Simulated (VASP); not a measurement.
The system is C.

```
C
1.0
     0.00000    1.79793    1.79793
     1.79793    0.00000    1.79793
     1.79793    1.79793    0.00000
C
2
Direct
  0.00000 0.00000 0.00000
  0.25000 0.25000 0.25000
```

This cell differs from its parent crystal: strain +1.0%.

Base run:

| Property | Result |
| --- | --- |
| Program | VASP 6.6.1 |
| Functional | r2SCAN |
| Potentials or basis | VASP PAW PBE potentials, release 64 (C_h) |
| Cutoff | 910 eV |
| k mesh | 12 × 12 × 12 |
| Occupations | gaussian, width 0.01 eV |
| Spin | no spin polarisation |

Its results: band gap on the k mesh 4.32 eV, indirect (least direct gap 5.81 eV); pressure -13.5 GPa.

Q: The run is repeated on the same cell with these changes: potentials or basis from VASP PAW PBE potentials, release 64 (C_h) to VASP PAW PBE potentials, release 64 (C); cutoff from 910 eV to 520 eV. What comes out?

A: Band gap on the k mesh 4.29 eV, indirect (least direct gap 5.77 eV); pressure -11.7 GPa.

Caveats: the PAW data sets were made with another functional, which shifts forces and pressure a little; the cutoff is under 1.25 times the usual one of these potentials, so pressure, stress and relaxed cells hold a basis-set (Pulay) error (some runs).

A k mesh can miss the band edges.
